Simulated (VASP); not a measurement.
# CO in VASP: a series of runs

The runs below take CO through single point, relaxation of the atoms, molecular dynamics, with PBEsol.

Everything below comes from runs of VASP 6.6.1. Logs are shortened: lines on timing, memory, paths and dates and some standing lists are left out, and cuts for length are marked.

## (1) The cell of the first run

The cell holds a disordered packing, 16 atoms: a = 7.742 Å, b = 7.742 Å, c = 7.742 Å, α = 90.00°, β = 90.00°, γ = 90.00°.

## (2) Single point, PBEsol

Input file INCAR:

```
PREC = Accurate ; ENCUT = 520
EDIFF = 1E-6 ; ISMEAR = -1
SIGMA = 0.02 ; LREAL = False
LASPH = True ; NELM = 120
ALGO = Normal ; ISIF = 2
LWAVE = False ; LCHARG = True
GGA = PS ; LELF = True
LVHAR = True ; NBANDS = 54
GGA_COMPAT = False
```

Input file KPOINTS:

```
Automatic mesh
0
Gamma
  1 1 1
```

Input file POSCAR:

```
CO
1.0
    7.7417530000      0.0000000000      0.0000000000
    0.0000000000      7.7417530000      0.0000000000
    0.0000000000      0.0000000000      7.7417530000
O C
8 8
Direct
    0.7508649767      0.4437947792      0.8253602226
    0.1325768194      0.7869985255      0.3275366068
    0.5821112195      0.8616829086      0.5995356007
   -0.0269611129      0.9834829732      0.8101382821
    0.3419715681      0.4286010924      0.7261976088
    0.9107201513      0.3381309183      0.2661407211
    0.3219421501      0.0507993662      0.0723967588
    0.4576107442      0.5842253632      0.1303604192
    0.8472702778      0.5420886796      0.8750254057
   -0.0108597520      0.8121226373      0.3124659704
    0.4582289663      0.9236082851      0.6462221283
   -0.0057693222      1.0556257915      0.6845970306
    0.2192692642      0.4445867532      0.6481667130
    0.8390313695      0.4057175666      0.3745527035
    0.4579410434      0.1035496572      0.0618015146
    0.4306096365      0.4822396027      0.2317470139
```

Potentials or basis: VASP PAW PBE potentials, release 64 (O, C).

The run is started by

```
cat potpaw_PBE.64/O/POTCAR potpaw_PBE.64/C/POTCAR > POTCAR
mpirun -np 1 vasp_gam > vasp.out
```

OUTCAR:

```text
PREC = Accurate
   ENCUT = 520
   EDIFF = 1E-6
   ISMEAR = -1
   LREAL = False
   LASPH = True
   NELM = 120
   ISIF = 2
   GGA = PS

 ion  position               nearest neighbor table
   1  0.751  0.444  0.825-   9 1.13
   2  0.133  0.787  0.328-  10 1.13
   3  0.582  0.862  0.600-  11 1.13
   4  0.973  0.983  0.810-  12 1.13
   5  0.342  0.429  0.726-  13 1.13
   6  0.911  0.338  0.266-  14 1.13
[... 8 lines left out ...]
  15  0.458  0.104  0.062-   7 1.13
  16  0.431  0.482  0.232-   8 1.13

  LATTYP: Found a simple cubic cell.
 ALAT       =     7.7417530000

  Lattice vectors:

 A1 = (   7.7417530000,   0.0000000000,   0.0000000000)
 A2 = (   0.0000000000,   7.7417530000,   0.0000000000)
 A3 = (   0.0000000000,   0.0000000000,   7.7417530000)

Analysis of symmetry for initial positions (statically):
=====================================================================
 Subroutine PRICEL returns:
 Original cell was already a primitive cell.

 Routine SETGRP: Setting up the symmetry group for a
 simple cubic supercell.

 Subroutine GETGRP returns: Found  1 space group operations
 (whereof  1 operations were pure point group operations)
 out of a pool of 48 trial point group operations.

The static configuration has the point symmetry C_1 .

Analysis of symmetry for dynamics (positions and initial velocities):
=====================================================================
 Subroutine PRICEL returns:
 Original cell was already a primitive cell.

 Routine SETGRP: Setting up the symmetry group for a
 simple cubic supercell.

 Subroutine GETGRP returns: Found  1 space group operations
 (whereof  1 operations were pure point group operations)
 out of a pool of 48 trial point group operations.

The dynamic configuration has the point symmetry C_1 .

 Subroutine INISYM returns: Found  1 space group operations
 (whereof  1 operations are pure point group operations),
 and found     1 'primitive' translations

----------------------------------------------------------------------------------------

                                     Primitive cell

  volume of cell :     463.9999

  direct lattice vectors                    reciprocal lattice vectors
[... 93 lines left out ...]
   EDIFFG = 0.1E-04   stopping-criterion for IOM
   NSW    =      0    number of steps for IOM
   IBRION =     -1    ionic relax: 0-MD 1-quasi-New 2-CG
   NFREE  =      0    steps in history (QN), initial steepest desc. (CG)
   ISIF   =      2    stress and relaxation
   ISYM   =      2    0-nonsym 1-usesym 2-fastsym
   POTIM  = 0.5000    time-step for ionic-motion
   TEBEG  =    0.0;   TEEND  =   0.0 temperature during run
   PSTRESS=    0.0 pullay stress
   NELECT =      80.0000    total number of electrons
   NUPDOWN=      -1.0000    fix difference up-down
   EMIN   =  10.00;   EMAX   =-10.00  energy-range for DOS
   EFERMI =   0.00;   METHOD = LEGACY
   ISMEAR =    -1;   SIGMA  =   0.02  broadening in eV -4-tet -1-fermi 0-gaus
   EFERMI_NEDOS =   21; number of points for ismear=-14 and -15
   IALGO  =     38    algorithm
   IMIX   =      4    mixing-type and parameters
     AMIX     =   0.40;   BMIX     =  1.00
     AMIX_MAG =   1.60;   BMIX_MAG =  1.00
  volume/ion in A,a.u.               =      29.00       195.70
  Fermi-wavevector in a.u.,A,eV,Ry     =   0.911169  1.721859 11.295946  0.830229
  Thomas-Fermi vector in A             =   2.035417
   LORBIT       =      0    0 simple, 1 ext, 2 COOP (PROOUT), +10 PAW based schemes
   GGA     = PS    functional components
   LHFCALC =     F    Hartree Fock is set to
   AEXX    =    0.0000 exact exchange contribution
   IVDW    =     0    specifies the selected vdW correction
   LEPSILON=     F    determine dielectric tensor
   LRPA    =     F    only Hartree local field effects (RPA)
 non-spin polarized calculation
  energy-cutoff  :      520.00
  volume of cell :      464.00
 maximum number of plane-waves:      6267
 NGX is ok and might be reduce to    60
   NGX = 29   NGY = 29   NGZ = 29

 number of electron      80.0000014 magnetization

 Free energy of the ion-electron system (eV)
  ---------------------------------------------------
  ext. energy  EPLUGINS =         0.00000000
  ---------------------------------------------------
  free energy    TOTEN  =      -121.37960584 eV

  energy without entropy =     -121.37960584  energy(sigma->0) =     -121.37960584

 E-fermi :  -5.4118     XC(G=0):  -5.5092

 val. band max:       -5.9507254804   @ k =   0.0000   0.0000   0.0000
 cond. band min:       0.1018501929   @ k =   0.0000   0.0000   0.0000
 fundamental gap:      6.0525756734
 Fermi energy:        -5.4118141570

 k-point     1 :       0.0000    0.0000    0.0000
  band No.  band energies     occupation
      1     -26.7501      2.00000
      2     -26.6976      2.00000
      3     -26.6551      2.00000
      4     -26.6363      2.00000
      5     -26.5940      2.00000
      6     -26.5680      2.00000
[... 44 lines left out ...]
     51       0.8367      0.00000
     52       1.0673      0.00000
 [bands above 52 left out]

------------------------ aborting loop because EDIFF is reached ----------------------------------------

  FORCE on cell =-STRESS in cart. coord.  units (eV):
  Direction    XX          YY          ZZ          XY          YZ          ZX
  --------------------------------------------------------------------------------------
  -------------------------------------------------------------------------------------
  Total        4.7143219      1.8944295      2.5018590      0.1704103     -0.3791849     -0.2711757
  in kB       16.2784062      6.5414057      8.6388410      0.5884214     -1.3093135     -0.9363612
  external PRESSURE =      10.4862176 kB  Pullay stress =       0.0000000 kB

 VOLUME and BASIS-vectors are now :
 -----------------------------------------------------------------------------
  energy-cutoff  :      520.00
  volume of cell :      464.00
      direct lattice vectors                 reciprocal lattice vectors
     7.741753000  0.000000000  0.000000000     0.129169711  0.000000000  0.000000000
     0.000000000  7.741753000  0.000000000     0.000000000  0.129169711  0.000000000
     0.000000000  0.000000000  7.741753000     0.000000000  0.000000000  0.129169711

 POSITION                                       TOTAL-FORCE (eV/Angst)
 -----------------------------------------------------------------------------------
      5.81301      3.43575      6.38973        -0.646155     -0.657142     -0.332371
      1.02638      6.09275      2.53571         0.997393     -0.175702      0.110372
      4.50656      6.67094      4.64146         0.987576     -0.497459     -0.379186
      7.53303      7.61388      6.27189        -0.151834     -0.493307      0.869931
      2.64746      3.31812      5.62204         0.924559     -0.134140      0.601494
      7.05057      2.61773      2.06040         0.465938     -0.441360     -0.695237
[... 8 lines left out ...]
      3.54527      0.80166      0.47845         1.032231      0.404417     -0.079264
      3.33367      3.73338      1.79413        -0.193010     -0.727155      0.731091
 -----------------------------------------------------------------------------------
    total drift:                                0.000564     -0.001243     -0.000310

  FREE ENERGIE OF THE ION-ELECTRON SYSTEM (eV)
  ---------------------------------------------------
  free  energy   TOTEN  =      -121.3796058350 eV

  energy  without entropy=     -121.3796058350  energy(sigma->0) =     -121.37960584
```

stdout:

```text
POSCAR found type information on POSCAR O C
 POSCAR found :  2 types and      16 ions
 scaLAPACK will be used
 -----------------------------------------------------------------------------
|                                                                             |
|                                                                             |
|     You enforced a specific xc type in the INCAR file but a different       |
|     I HOPE YOU KNOW WHAT YOU ARE DOING!                                     |
|                                                                             |
 -----------------------------------------------------------------------------

 LDA part: xc-table for (Slater+PW92), standard interpolation
 POSCAR, INCAR and KPOINTS ok, starting setup
 FFT: planning ... GRIDC
 FFT: planning ... GRID_SOFT
 FFT: planning ... GRID
 WAVECAR not read
 entering main loop
```

Wall time 72 s (1 thread of AMD EPYC 7R13, shared host); peak memory 0.42 GiB.

What came out:

| Quantity | Value |
| --- | --- |
| Free energy | -121.3796 eV |
| Pressure | 1.0 GPa |
| Largest force | 1.171 eV/Å |

Forces in eV/Å, atoms in the order of the input:
```
O   -0.646 -0.657 -0.332
O    0.997 -0.176  0.110
O    0.988 -0.497 -0.379
O   -0.152 -0.493  0.870
O    0.925 -0.134  0.601
O    0.466 -0.441 -0.695
O   -1.027 -0.405  0.087
O    0.201  0.744 -0.725
C    0.667  0.643  0.323
C   -1.017  0.180 -0.108
C   -0.992  0.499  0.371
C    0.145  0.505 -0.863
C   -0.938  0.140 -0.607
C   -0.457  0.415  0.696
C    1.032  0.404 -0.079
C   -0.193 -0.727  0.731
```

Stress tensor (GPa, compression positive):
```
 1.63  0.06 -0.09
 0.06  0.65 -0.13
-0.09 -0.13  0.86
```

Caveat: the k points lie up to 0.81 Å⁻¹ apart; the PAW data sets were made with another functional, which shifts forces and pressure a little.

## (3) Single point, PBEsol

Input file INCAR:

```
PREC = Accurate
ENCUT = 520
EDIFF = 1E-6
ISMEAR = -1
SIGMA = 0.02
LREAL = F
LASPH = T
NELM = 120
ALGO = Normal
ISIF = 2
LWAVE = F
LCHARG = F
GGA = PS
NBANDS = 54
GGA_COMPAT = F
```

KPOINTS is that of step 2.

Input file POSCAR:

```
CO
1.0
    7.7417530000      0.0000000000      0.0000000000
    0.0000000000      7.7417530000      0.0000000000
    0.0000000000      0.0000000000      7.7417530000
O C
8 8
Direct
    0.7857006030      0.3587559562      0.8247873576
    0.1508831398      0.8280295173      0.2912906160
    0.5333934059      0.8427031965      0.6232696910
    0.0185616875      1.0524489738      0.7659763880
    0.2897793303      0.4416829108      0.6841602929
    0.8553618283      0.3451802195      0.2412115189
    0.3491586466      0.1003131978      0.1184357083
    0.4531402642      0.5808245239      0.1372686522
    0.8934539761      0.4407916398      0.8723605623
    0.0260793647      0.8063290058      0.3547516951
    0.4940612288      0.9747275585      0.6714241594
    0.1345560883      1.0657792880      0.6764746951
    0.1568507804      0.4742724290      0.6372975216
    0.7448958912      0.2960957292      0.3324570030
    0.3606935018      0.2275195295      0.1892465440
    0.3410855397      0.5534405451      0.2242773697
```

Potentials or basis: VASP PAW PBE potentials, release 64 (O, C).

The run is started by

```
cat potpaw_PBE.64/O/POTCAR potpaw_PBE.64/C/POTCAR > POTCAR
mpirun -np 1 vasp_gam > vasp.out
```

OUTCAR:

```text
PREC = Accurate
   ENCUT = 520
   EDIFF = 1E-6
   ISMEAR = -1
   LREAL = F
   LASPH = T
   NELM = 120
   ISIF = 2
   GGA = PS

 ion  position               nearest neighbor table
   1  0.786  0.359  0.825-   9 1.11
   2  0.151  0.828  0.291-  10 1.10
   3  0.533  0.843  0.623-  11 1.13
   4  0.019  0.052  0.766-  12 1.14
   5  0.290  0.442  0.684-  13 1.12
   6  0.855  0.345  0.241-  14 1.17
[... 8 lines left out ...]
  15  0.361  0.228  0.189-   7 1.13
  16  0.341  0.553  0.224-   8 1.12

  LATTYP: Found a simple cubic cell.
 ALAT       =     7.7417530000

  Lattice vectors:

 A1 = (   7.7417530000,   0.0000000000,   0.0000000000)
 A2 = (   0.0000000000,   7.7417530000,   0.0000000000)
 A3 = (   0.0000000000,   0.0000000000,   7.7417530000)

Analysis of symmetry for initial positions (statically):
=====================================================================
[... 177 lines left out ...]

 val. band max:       -5.1686057981   @ k =   0.0000   0.0000   0.0000
 cond. band min:      -0.1436285954   @ k =   0.0000   0.0000   0.0000
 fundamental gap:      5.0249772027
 Fermi energy:        -4.6877199236

 k-point     1 :       0.0000    0.0000    0.0000
  band No.  band energies     occupation
      1     -27.1817      2.00000
      2     -26.8264      2.00000
      3     -26.7634      2.00000
      4     -26.7496      2.00000
      5     -26.6732      2.00000
      6     -26.5325      2.00000
[... 44 lines left out ...]
     51       1.0510      0.00000
     52       1.1812      0.00000
 [bands above 52 left out]

------------------------ aborting loop because EDIFF is reached ----------------------------------------

  FORCE on cell =-STRESS in cart. coord.  units (eV):
  Direction    XX          YY          ZZ          XY          YZ          ZX
  --------------------------------------------------------------------------------------
  -------------------------------------------------------------------------------------
  Total       11.8873955      6.7933815      3.3309677      1.1729107      1.6961964     -1.4114380
  in kB       41.0468053     23.4573342     11.5017274      4.0500239      5.8569132     -4.8736514
  external PRESSURE =      25.3352889 kB  Pullay stress =       0.0000000 kB

 VOLUME and BASIS-vectors are now :
 -----------------------------------------------------------------------------
  energy-cutoff  :      520.00
  volume of cell :      464.00
      direct lattice vectors                 reciprocal lattice vectors
     7.741753000  0.000000000  0.000000000     0.129169711  0.000000000  0.000000000
     0.000000000  7.741753000  0.000000000     0.000000000  0.129169711  0.000000000
     0.000000000  0.000000000  7.741753000     0.000000000  0.000000000  0.129169711

 POSITION                                       TOTAL-FORCE (eV/Angst)
 -----------------------------------------------------------------------------------
      6.08270      2.77740      6.38530        -3.038688     -2.217329     -1.315245
      1.16810      6.41040      2.25510         5.148158      1.092627     -2.671658
      4.12940      6.52400      4.82520         0.371222     -1.420975     -0.559114
      0.14370      0.40605      5.93000        -0.227410     -0.089040      0.344623
      2.24340      3.41940      5.29660         2.585669     -0.543104      0.949081
      6.62200      2.67230      1.86740        -2.306004     -1.043845      1.968049
[... 8 lines left out ...]
      2.79240      1.76140      1.46510         0.163849      0.476598      0.738961
      2.64060      4.28460      1.73630        -2.406092     -0.448938      1.943175
 -----------------------------------------------------------------------------------
    total drift:                               -0.001373      0.000210      0.000119

  FREE ENERGIE OF THE ION-ELECTRON SYSTEM (eV)
  ---------------------------------------------------
  free  energy   TOTEN  =      -120.6413033653 eV

  energy  without entropy=     -120.6413033653  energy(sigma->0) =     -120.64130337
```

stdout:

```text
POSCAR found type information on POSCAR O C
 POSCAR found :  2 types and      16 ions
 scaLAPACK will be used
 -----------------------------------------------------------------------------
|                                                                             |
|                                                                             |
|     You enforced a specific xc type in the INCAR file but a different       |
|     I HOPE YOU KNOW WHAT YOU ARE DOING!                                     |
|                                                                             |
 -----------------------------------------------------------------------------

 LDA part: xc-table for (Slater+PW92), standard interpolation
 POSCAR, INCAR and KPOINTS ok, starting setup
 FFT: planning ... GRIDC
 FFT: planning ... GRID_SOFT
 FFT: planning ... GRID
 WAVECAR not read
 entering main loop
```

It took 61 s on 1 thread of AMD EPYC 7R13, shared host; peak memory 0.4 GiB.

Results:

```
Free energy   : -120.6413 eV
Pressure      : 2.5 GPa
Largest force : 6.114 eV/Å
```

Forces on the atoms (eV/Å):
```
O   -3.039 -2.217 -1.315
O    5.148  1.093 -2.672
O    0.371 -1.421 -0.559
O   -0.227 -0.089  0.345
O    2.586 -0.543  0.949
O   -2.306 -1.044  1.968
O   -0.135 -1.137 -0.765
O    2.609  0.884 -2.025
C    2.896  2.303  1.354
C   -5.399 -0.868  2.734
C   -0.192  1.401  0.604
C    0.045 -0.031 -0.376
C   -2.433  0.636 -1.052
C    2.320  1.007 -1.871
C    0.164  0.477  0.739
C   -2.406 -0.449  1.943
```

Stress tensor (GPa, compression positive):
```
 4.10  0.41 -0.49
 0.41  2.35  0.59
-0.49  0.59  1.15
```

Caveat: the k points lie up to 0.81 Å⁻¹ apart; the PAW data sets were made with another functional, which shifts forces and pressure a little.

## (4) Single point, PBEsol

Input file INCAR:

```
SYSTEM = CO
ALGO     = Normal         ! electronic algorithm
EDIFF    = 1E-6           ! SCF threshold, eV
ENCUT    = 520            ! plane-wave cutoff, eV
GGA      = PS             ! functional
GGA_COMPAT= .FALSE.      
ISIF     = 2              ! what is computed and relaxed
ISMEAR   = -1             ! smearing method
LASPH    = .TRUE.         ! aspherical terms in the spheres
LCHARG   = .FALSE.        ! write CHGCAR
LREAL    = .FALSE.        ! projectors in reciprocal space
LWAVE    = .FALSE.        ! write WAVECAR
NBANDS   = 54             ! bands
NELM     = 120            ! most SCF steps
PREC     = Accurate       ! precision mode
SIGMA    = 0.02           ! smearing width, eV
```

Input file KPOINTS:

```
k-points
0
G
  1 1 1
  0 0 0
```

Input file POSCAR:

```
CO
1.0
    7.7417530000      0.0000000000      0.0000000000
    0.0000000000      7.7417530000      0.0000000000
    0.0000000000      0.0000000000      7.7417530000
O C
8 8
Direct
    0.7594533176      0.2753639906      0.7997025997
    0.0750605192      0.8551551567      0.3077339202
    0.4865048007      0.7949104034      0.6072784807
    0.0332999516      1.0162168697      0.7829492881
    0.3734425524      0.4266475564      0.7799396338
    0.8151512971      0.3369521089      0.2177542993
    0.3094518774      0.1121322264      0.0748538477
    0.4005036069      0.5825295640      0.2044885700
    0.8661087482      0.3715695915      0.8086798946
    0.0122840395      0.8463974503      0.4405074665
    0.5468141389      0.9154257440      0.6609355788
    0.1023153283      1.0186452603      0.6524620457
    0.2946619454      0.3954014033      0.6576546681
    0.6954238917      0.2982528634      0.2915618724
    0.2736847843      0.1344140016      0.2173538732
    0.2799107644      0.5565535351      0.1292859640
```

The run is started by

```
cat potpaw_PBE.64/O/POTCAR potpaw_PBE.64/C/POTCAR > POTCAR
mpirun -np 1 vasp_gam > vasp.out
```

Wall time 60 s (1 thread of AMD EPYC 7R13, shared host); peak memory 0.4 GiB.

Results (log left out):

```yaml
Free_energy: -120.9429 eV
Pressure: 1.5 GPa
Largest_force: 3.482 eV/Å
```

Forces on the atoms (eV/Å):
```
O   -2.605 -2.215 -0.196
O    0.333  0.008 -0.762
O   -0.965 -1.952 -0.875
O   -0.150 -0.109  0.312
O   -0.532 -0.255 -0.946
O    1.198  0.402 -0.717
O   -0.184  0.106  0.866
O    2.506  0.564  1.535
C    2.549  2.366  0.179
C   -0.653 -0.459  0.443
C    0.974  1.934  0.847
C    0.411  0.325  0.061
C    0.523  0.250  0.883
C   -1.177 -0.415  0.769
C    0.279 -0.030 -0.911
C   -2.509 -0.520 -1.488
```

Stress tensor (GPa, compression positive):
```
2.19 1.33 0.20
1.33 1.69 0.44
0.20 0.44 0.69
```

Levels at points of the mesh, in eV from the Fermi level:
| k point | band 37 | band 38 | band 39 | band 40 | band 41 | band 42 | band 43 | band 44 |
| --- | --- | --- | --- | --- | --- | --- | --- | --- |
| (0.00, 0.00, 0.00) | -1.58 | -1.43 | -1.37 | -0.49 | 4.23 | 4.32 | 4.81 | 4.98 |

Caveat: the k points lie up to 0.81 Å⁻¹ apart; the PAW data sets were made with another functional, which shifts forces and pressure a little.

(Part 1 of 2 ends here.)
